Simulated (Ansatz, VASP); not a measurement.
## Two plane-wave programs on NbC2

```
Nb C
1.0
     3.47052    0.00000    0.00000
    -1.73526    3.00556    0.00000
     0.00000    0.00000    5.65976
Nb C
1 2
Direct
  0.33333 0.66667 0.00000
  0.66667 0.33333 0.86880
  0.66667 0.33333 0.13120
```

Change from the starting cell: species swapped into the WS2 type (P-6m2, No. 187).

Alike in both runs: functional PBE; k mesh 12 × 12 × 2; occupations gaussian, width 0.1 eV; no spin polarisation.

Ansatz relaxed the structure, and its values are those at the end. VASP's run is a single point on that final structure, the one shown.

|  | VASP | Ansatz |
| --- | --- | --- |
| version | VASP 6.6.1 | Ansatz 0.2.0 |
| potentials or method | VASP PAW PBE potentials, release 64 (Nb_sv, C), cutoff 520 eV | scalar-relativistic, plane waves, PAW |
| valence electrons in the cell | 21 | 21 |

Ansatz gave:

| Quantity | Value |
| --- | --- |
| gap on the k mesh at the Fermi level (eV) | none |
| pressure (GPa) | 0.2 |
| rms of the force components (eV/Å) | 0.005 |

Task: Which values does VASP return?

Result: gap on the k mesh at the Fermi level (eV): none; pressure (GPa): 0.1; rms of the force components (eV/Å): 0.038.

A gap of «none» marks a metal or a gap that the smearing closes. With one functional, cell and mesh, what is left measures potentials, basis and numerics.

The k mesh is coarse, so the values compare programs but aren't converged.
